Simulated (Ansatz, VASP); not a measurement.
**One calculation of AgI, two programs**

The input INCAR:

```
ALGO     = Normal         # electronic algorithm
EDIFF    = 1E-6           # SCF threshold, eV
ENCUT    = 500            # plane-wave cutoff, eV
GGA      = PE             # functional
GGA_COMPAT= F            
ISIF     = 2              # what is computed and relaxed
ISMEAR   = 0              # smearing method
LASPH    = T              # aspherical terms in the spheres
LCHARG   = F              # write CHGCAR
LMAXMIX  = 4              # l up to which the mixer works
LORBIT   = 11             # projections on sites
LORBMOM  = T            
LREAL    = F              # projectors in reciprocal space
LSORBIT  = T              # spin-orbit coupling
LWAVE    = F              # write WAVECAR
MAGMOM   = 0 0 0 0 0 0    # initial moments
NBANDS   = 30             # bands
NELM     = 200            # most SCF steps
PREC     = Accurate       # precision mode
SIGMA    = 0.01           # smearing width, eV
```

KPOINTS

```
k-points
0
Gamma
  6 6 6
```

The input POSCAR:

```
AgI
1.0
    0.0000000000      3.2886327781      3.2886327781
    3.2886327781      0.0000000000      3.2886327781
    3.2886327781      3.2886327781      0.0000000000
Ag I
1 1
Direct
    0.0000000000      0.0000000000      0.0000000000
    0.2500000000      0.2500000000      0.2500000000
```

Input for Ansatz:

```yaml
crystal:
  lattice:
    - [0.0, 3.2886327781, 3.2886327781]
    - [3.2886327781, 0.0, 3.2886327781]
    - [3.2886327781, 3.2886327781, 0.0]
  atoms:
    - { symbol: Ag, position: [0.0, 0.0, 0.0] }
    - { symbol: I, position: [0.25, 0.25, 0.25] }
kpoints:
  mp_grid: { grid: [6, 6, 6] }
  band_path:
    path:
      - [0.0, 0.0, 0.0]
      - [-0.5, -0.5, 0.0]
      - [-0.375, -0.375, 0.25]
      - [-0.375, 0.0, 0.375]
      - [0.0, 0.0, 0.5]
      - [-0.5, -0.25, 0.25]
    npoints: 1
hamiltonian:
  xc: pbe
scf:
  occupations: { method: fixed }
  n_extra_bands: 8
magnetization:
  noncollinear: true
  spin_orbit: true
output:
  forces: true
  stress: true
  eigenvalues: true
  write_density: true
  write_potential: true
  elf: true
  volumetric_format: npy
```

Alike in both runs: task single point; functional PBE; k mesh 6 × 6 × 6; non-collinear spin, spin-orbit coupling.

|  | VASP | Ansatz |
| --- | --- | --- |
| version | VASP 6.6.1 | Ansatz 0.2.0 |
| potentials or method | VASP PAW PBE potentials, release 64 (Ag, I) | plane waves, PAW |
| plane-wave cutoff (eV) | 500 | 420 |
| occupations | gaussian, width 0.01 eV | fixed |
| valence electrons in the cell | 18 | 36 |

VASP gave:

```
pressure (GPa) : 0.6
```

Q: Estimate Ansatz's values.

A: Pressure (GPa): 0.7.

VASP's potentials hold 18 valence electrons a cell and Ansatz's 36, so a difference there can come from the potentials and not from the codes.
